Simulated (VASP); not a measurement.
A run of VASP 6.6.1 is set up as follows.

Contents of INCAR:

```
SYSTEM = AlCo
PREC     = Accurate       ! precision mode
ENCUT    = 520            ! plane-wave cutoff, eV
EDIFF    = 1E-6           ! SCF threshold, eV
ISMEAR   = 0              ! smearing method
SIGMA    = 0.15           ! smearing width, eV
LREAL    = .FALSE.        ! projectors in reciprocal space
LASPH    = .TRUE.         ! aspherical terms in the spheres
NELM     = 100            ! most SCF steps
ALGO     = Fast           ! electronic algorithm
ISIF     = 2              ! what is computed and relaxed
LWAVE    = .FALSE.        ! write WAVECAR
LCHARG   = .TRUE.         ! write CHGCAR
GGA      = PS             ! functional
LELF     = .TRUE.         ! ELF
LVHAR    = .TRUE.       
NBANDS   = 13             ! bands
```

Contents of KPOINTS:

```
Automatic mesh
0
G
  22 22 22
  0 0 0
```

File POSCAR:

```
AlCo
1.0
    2.9072631018      0.0000000000      0.0000000000
    0.0000000000      2.9072631018      0.0000000000
    0.0000000000      0.0000000000      2.8225855357
Al Co
1 1
Direct
    0.0000000000      0.0000000000      0.0000000000
    0.5000000000      0.5000000000      0.5000000000
```

Potentials or basis: VASP PAW PBE potentials, release 64 (Al, Co).

Command:

```console
$ cat potpaw_PBE.64/Al/POTCAR potpaw_PBE.64/Co/POTCAR > POTCAR
$ mpirun -np 1 vasp_std > vasp.out
```

(1) Estimate the band gap on the k mesh.

(2) What does it give for the pressure?

Answers

(1) zero (band 6 reaches 12.39 eV, above the bottom of band 7 at 9.74 eV).

(2) -9.9 GPa.

Caveat: the cell differs from its parent crystal (strain +0.0300 x Voigt [1, 1, 0, 0, 0, 0]); the PAW data sets were made with another functional, which shifts forces and pressure a little.
